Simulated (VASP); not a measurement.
A run of VASP 6.6.1 is set up as follows.

INCAR

```
ALGO = Normal
EDIFF = 1E-7
ENCUT = 520
ISIF = 2
ISMEAR = 0
LASPH = T
LCHARG = F
LREAL = F
LWAVE = F
NBANDS = 16
NELM = 80
PREC = Accurate
SIGMA = 0.03
```

Contents of KPOINTS:

```
k-points
0
Gamma
  10 10 10
```

POSCAR

```
Si
1.0
   -3.3590441151      3.2434996001      1.9083649477
    3.3590441151     -3.2434996001      1.9083649477
    3.3590441151      3.2434996001     -1.9083649477
Si
4
Direct
    0.1788433299      0.1788433299      0.3576866598
    0.8211566701      0.8211566701      0.6423133402
    0.1788433299      0.8211566701      0.0000000000
    0.8211566701      0.1788433299      0.0000000000
```

Potentials or basis: VASP PAW LDA potentials, release 64 (Si).

Launch:

```bash
$ cat potpaw_LDA.64/Si/POTCAR > POTCAR
$ mpirun -np 1 vasp_std > vasp.out
```

**Question.** Predict the band gap on the k mesh.

**Answer.** 0.10 eV (least direct gap 0.17 eV).

**Question.** Estimate the largest force.

**Answer.** 0.401 eV/Å.

**Question.** Predict the pressure.

**Answer.** 0.2 GPa.

Stress tensor (GPa, compression positive):
```
-3.07  0.00  0.00
 0.00  3.71  0.00
 0.00  0.00 -0.03
```

Caveat: the cell differs from its parent crystal (strain +0.0175 x Voigt [1, -1, 0, 0, 0, 0]); the stress differs along the axes, from -3 to 4 GPa; semilocal functionals underestimate gaps, and a narrow one can read as zero. A k mesh can miss the band edges.
